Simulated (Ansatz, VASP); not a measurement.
**C in VASP and in Ansatz**

```
CELL_PARAMETERS angstrom
0.00000 1.78581 1.78581
1.78581 0.00000 1.78581
1.78581 1.78581 0.00000
ATOMIC_POSITIONS crystal
C 0.00000 0.00000 0.00000
C 0.25000 0.25000 0.25000
```

Alike in both runs: task single point; functional LDA; k mesh 13 × 13 × 13; occupations fermi-dirac, width 0.01 eV; no spin polarisation.

|  | VASP | Ansatz |
| --- | --- | --- |
| version | VASP 6.6.1 | Ansatz 0.2.0 |
| potentials or method | VASP PAW LDA potentials, release 64 (C), cutoff 600 eV | plane-wave PAW DFT |
| valence electrons in the cell | 8 | 8 |

Ansatz gave:

- gap on the k mesh at the Fermi level (eV): 4.11

Estimate VASP's values.

gap on the k mesh at the Fermi level (eV): 4.10.

Ansatz warns that its potentials were made for another functional, while VASP's fit it. LDA's correlation is that of Perdew and Zunger in VASP and of Perdew and Wang (1992) in Ansatz.
